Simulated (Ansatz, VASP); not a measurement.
This is a calculation of Ba for VASP 6.6.1.

INCAR

```
SYSTEM = Ba
ALGO     = Normal         ! electronic algorithm
EDIFF    = 1E-7           ! SCF threshold, eV
EDIFFG   = -0.02          ! ionic threshold
ENCUT    = 600            ! plane-wave cutoff, eV
GGA      = CA             ! functional
GGA_COMPAT= .FALSE.      
IBRION   = 2              ! ionic algorithm
ISIF     = 3              ! what is computed and relaxed
ISMEAR   = 1              ! smearing method
LASPH    = .TRUE.         ! aspherical terms in the spheres
LCHARG   = .FALSE.        ! write CHGCAR
LORBIT   = 11             ! projections on sites
LORBMOM  = .TRUE.       
LREAL    = .FALSE.        ! projectors in reciprocal space
LSORBIT  = .TRUE.         ! spin-orbit coupling
LWAVE    = .FALSE.        ! write WAVECAR
MAGMOM   = 0 0 0          ! initial moments
NELM     = 150            ! most SCF steps
NSW      = 80             ! ionic steps
PREC     = Accurate       ! precision mode
SIGMA    = 0.1            ! smearing width, eV
```

Contents of KPOINTS:

```
k-points
0
G
  5 5 5
  0 0 0
```

The input POSCAR:

```
Ba
1.0
    3.9996500000      0.0000000000      0.0000000000
    0.0000000000      3.9996500000      0.0000000000
    0.0000000000      0.0000000000      3.6055390000
Ba
1
Direct
    0.5000000000      0.5000000000      0.5000000000
```

Potentials or basis: VASP PAW LDA potentials, release 64 (Ba_sv).

Run with:

```sh
$ cat potpaw_LDA.64/Ba_sv/POTCAR > POTCAR
$ mpirun -np 1 vasp_ncl > vasp.out
```

Translate it to Ansatz 0.2.0. Potentials there: all-electron LAPW, relativistic spinors.

As run (the cutoff follows the program's own potentials):

File input.yaml:

```yaml
crystal:
  lattice:
    - [3.99965, 0.0, 0.0]
    - [0.0, 3.99965, 0.0]
    - [0.0, 0.0, 3.605539]
  atoms:
    - { symbol: Ba, position: [0.5, 0.5, 0.5] }
kpoints:
  mp_grid: { grid: [5, 5, 5] }
scf:
  occupations: { method: methfessel_paxton, width: 0.1 }
hamiltonian:
  xc: lda
  pseudopotentials: { kind: all_electron, lapw: { basis_error: 0.001 } }
magnetization:
  noncollinear: true
  spin_orbit: true
output:
  forces: true
  stress: true
relax:
  f_tol: 0.02
  max_steps: 60
  cell: {}
```

Potentials or basis: all-electron LAPW, relativistic spinors.

The run is started by

```console
$ ansatz run input.yaml --threads 1 --pin off --max-ram 3072MiB --backend cpu --events-out ev --progress --plain --runs-dir out
```

Both were run:

|  | VASP | Ansatz | Ansatz less VASP |
| --- | --- | --- | --- |
| relaxed volume (Å³/atom) | 54.05 | 53.22 | -0.836 |
| relaxed length of the cell vector where the two differ most in proportion (Å) | 3.786 | 3.760 | -0.0269 |

LDA's correlation is that of Perdew and Zunger in VASP and of Perdew and Wang (1992) in Ansatz. Ansatz ran all-electron here, and VASP with PAW potentials.

Noted on Ansatz's run: the k mesh is thin for a metal, which can move the energy by tens of meV per atom.
